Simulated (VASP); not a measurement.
Rh:

```
Rh
1.0
     0.00000    1.89785    1.89785
     1.89785    0.00000    1.89785
     1.89785    1.89785    0.00000
Rh
1
Direct
  0.00000 0.00000 0.00000
```

| Quantity | Value |
| --- | --- |
| Program | VASP 6.6.1 |
| Task | relaxation of cell and atoms |
| Functional | LDA |
| Potentials or basis | VASP PAW LDA potentials, release 64 (Rh_pv) |
| Cutoff | 600 eV |
| k mesh | 20 × 20 × 20 |
| Occupations | methfessel-paxton, width 0.05 eV |
| Spin | no spin polarisation |

At the start: pressure -9.1 GPa; volume 13.67 Å³/atom.

Task: How do energy, volume and symmetry change on relaxing?

Result: Over 3 steps the energy falls by 12.2 meV/atom and the volume is 13.27 Å³/atom (-3.0 %); space group Fm-3m (No. 225, to 0.1 Å) before and after.

The path:
```csv
step,energy change (eV),largest force (eV/Å),pressure (GPa),volume (Å³)
1,0.0000,0.0000,-9.10,13.67
2,0.0880,0.0000,32.84,12.19
3,-0.0122,0.0000,-0.31,13.27
```

Final structure:
```
CELL_PARAMETERS angstrom
0.00000 1.87899 1.87899
1.87899 0.00000 1.87899
1.87899 1.87899 0.00000
ATOMIC_POSITIONS crystal
Rh 0.00000 0.00000 0.00000
```
